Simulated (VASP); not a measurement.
ZrB2:

```
Zr B
1.0
     3.16752    0.00000    0.00000
    -1.58376    2.74316    0.00000
     0.00000    0.00000    3.55239
Zr B
1 2
Direct
  0.00000 0.00000 0.00000
  0.33333 0.66667 0.50000
  0.66667 0.33333 0.50000
```

```yaml
Program: VASP 6.6.1
Task: relaxation of cell and atoms
Functional: PBEsol
Potentials_or_basis: VASP PAW PBE potentials, release 64 (Zr_sv, B)
Cutoff: 600 eV
k_mesh: 12 × 12 × 10
Occupations: gaussian, width 0.1 eV
Spin: no spin polarisation
```

At the start: pressure -4.6 GPa; volume 10.29 Å³/atom.

Question: How do energy, volume and symmetry change on relaxing?

Answer: Over 4 steps the energy falls by 3.4 meV/atom and the volume is 10.09 Å³/atom (-1.9 %); space group P6/mmm (No. 191, to 0.1 Å) before and after.

Step by step:
| step | energy change (eV) | largest force (eV/Å) | pressure (GPa) | volume (Å³) |
| --- | --- | --- | --- | --- |
| 1 | 0.0000 | 0.0000 | -4.60 | 30.87 |
| 2 | 0.0032 | 0.0000 | 6.16 | 29.57 |
| 3 | -0.0096 | 0.0000 | 0.19 | 30.25 |
| 4 | -0.0101 | 0.0000 | 0.00 | 30.27 |

Final structure:
```yaml
crystal:
  lattice:
    - [3.15563, 0.00000, 0.00000]
    - [-1.57781, 2.73286, 0.00000]
    - [0.00000, 0.00000, 3.50982]
  atoms:
    - { symbol: Zr, position: [0.00000, 0.00000, 0.00000] }
    - { symbol: B, position: [0.33333, 0.66667, 0.50000] }
    - { symbol: B, position: [0.66667, 0.33333, 0.50000] }
```

Caveat: the PAW data sets were made with another functional, which shifts forces and pressure a little.
